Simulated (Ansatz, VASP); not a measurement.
## One calculation of Ta2N, two programs

POSCAR

```
Ta2N
1.0
    3.1739135059      0.0000000000      0.0000000000
   -1.5869567530      2.7486897255      0.0000000000
    0.0000000000      0.0000000000      4.9653523268
Ta N
2 1
Direct
    0.3333333333      0.6666666667      0.2547110000
    0.6666666667      0.3333333333      0.7452890000
    0.0000000000      0.0000000000      0.0000000000
```

The input INCAR.step1:

```
PREC = Accurate ; ENCUT = 660
ISMEAR = -1 ; SIGMA = 0.05
LREAL = F ; LASPH = T
NELM = 120 ; NBANDS = 22
GGA = PE ; ALGO = Normal
EDIFF = 1E-5 ; LWAVE = T
LCHARG = F ; GGA_COMPAT = F
```

The input INCAR.step2:

```
PREC = Accurate ; ENCUT = 660
EDIFF = 1E-6 ; ISMEAR = -1
SIGMA = 0.05 ; LREAL = F
LASPH = T ; NELM = 120
ALGO = Normal ; ISIF = 2
LWAVE = F ; LCHARG = F
METAGGA = R2SCAN ; LMIXTAU = T
NBANDS = 22 ; ISTART = 1
GGA_COMPAT = F
```

KPOINTS

```
regular mesh
0
Gamma
  10 10 6
```

input.yaml

```yaml
crystal:
  lattice:
    - [3.1739135059, 0.0, 0.0]
    - [-1.586956753, 2.7486897255, 0.0]
    - [0.0, 0.0, 4.9653523268]
  atoms:
    - { symbol: Ta, position: [0.3333333333, 0.6666666667, 0.254711] }
    - { symbol: Ta, position: [0.6666666667, 0.3333333333, 0.745289] }
    - { symbol: "N", position: [0.0, 0.0, 0.0] }
hamiltonian:
  xc: r2scan
  pseudopotentials: { kind: paw }
kpoints:
  mp_grid: { grid: [10, 10, 6] }
scf:
  occupations: { method: fermi_dirac, width: 0.05 }
output:
  forces: true
  stress: true
  eigenvalues: true
```

Alike in both runs: task single point; functional r2SCAN; k mesh 10 × 10 × 6; occupations fermi-dirac, width 0.05 eV; no spin polarisation.

```csv
,VASP,Ansatz
version,VASP 6.6.1,Ansatz 0.2.0
potentials or method,"VASP PAW PBE potentials, release 64 (Ta_sv_GW, N)",Ansatz PAW
plane-wave cutoff (eV),660,500
valence electrons in the cell,31,31
```

Ansatz gave:

```
gap on the k mesh at the Fermi level (eV)                     : none
pressure (GPa)                                                : -19.5
traceless stress, the component that is largest in VASP (GPa) : 1.53
rms of the force components (eV/Å)                            : 0.091
```

What did VASP give for the same quantities?

gap on the k mesh at the Fermi level (eV): none; pressure (GPa): -19.7; traceless stress, the component that is largest in VASP (GPa): 1.50; rms of the force components (eV/Å): 0.075.

VASP's potentials were made for PBE, not for r2SCAN. Atom by atom the forces differ by 0.016 eV/Å (rms over components). A gap of «none» marks a metal or a gap that the smearing closes.

Neither program's run includes spin-orbit coupling.
